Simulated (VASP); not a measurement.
Write the native input for VASP 6.6.1 that does the following.

```yaml
Task: molecular dynamics
Functional: PBE
Potentials_or_basis: VASP PAW PBE potentials, release 64 (Si, Ni)
Cutoff: 350 eV
k_mesh: 1 × 1 × 1, shifted
Occupations: fermi-dirac, width 0.05 eV
Spin: no spin polarisation
Dipole_correction: no
```

The structure of Si5Ni lies in POSCAR:

```
Si5Ni
1.0
    7.1614510000     -0.0505580000     -0.0272950000
   -0.0505580000      7.1365650000     -0.2213880000
   -0.0272950000     -0.2213880000      7.0643700000
Si Ni
20 4
Direct
    0.7029151037      0.3933346869      0.8011435894
    0.3385808584      0.3310047677      0.8853343659
    0.8120058087      0.8695377456      0.3982166149
    0.4232447787      0.5698303213      0.1461046877
    0.7727047263      0.4710934004      0.0997030146
    0.8346574492      0.2396495971      0.4809075950
    0.9477072950      0.8430691801      0.0966098270
    0.4529392568      0.1168825892      0.5882925052
    0.8173086260      0.7991899040      0.8144885841
    0.7777388291      0.1456529822      0.1356866241
    0.9128221762      0.1248508835      0.7965892179
    0.0898505458      0.1817249334      0.1738290225
    0.1696222614      0.6462965634      0.7425169921
    0.1875682270      0.2971271660      0.5358491953
    0.4432903444      0.7802226685      0.8812119523
    0.5190458219      0.9524918782      0.3188314021
    0.1452671717      0.9070211472      0.4911679913
    0.4832614283      0.5638320650      0.5649589906
    0.8755574685      0.5896339019      0.5584614109
    0.1006093768      0.5287288176      0.0722724703
    0.2213397974      0.5735172864      0.3880426613
    0.5613985079      0.0829102312      0.9038732432
    0.2731062923      0.8672482726      0.1551649376
    0.2379870022      0.0359750137      0.8038037712
```

One way to write it, as run:

INCAR

```
ALGO = Normal
EDIFF = 1E-5
ENCUT = 350
GGA = PE
GGA_COMPAT = False
IBRION = 0
ISIF = 2
ISMEAR = -1
ISYM = -1
LANGEVIN_GAMMA = 15 15
LASPH = True
LCHARG = False
LREAL = Auto
LWAVE = False
MAXMIX = 40
MDALGO = 3
NBANDS = 78
NELM = 120
NELMIN = 4
NSW = 40
POTIM = 3.0
PREC = Normal
RANDOM_SEED = 40260 0 0
SIGMA = 0.05
TEBEG = 300.0
TEEND = 300.0
```

KPOINTS

```
explicit points
1
Reciprocal
  0.25000000   0.25000000   0.25000000 1
```

Potentials or basis: VASP PAW PBE potentials, release 64 (Si, Ni).

Launch:

```bash
$ cat potpaw_PBE.64/Si/POTCAR potpaw_PBE.64/Ni/POTCAR > POTCAR
$ mpirun -np 1 vasp_std > vasp.out
```

It took 4.1 min on 1 thread of Intel(R) Xeon(R) 6975P-C (Granite Rapids), on a shared host, peak memory 0.24 GiB.
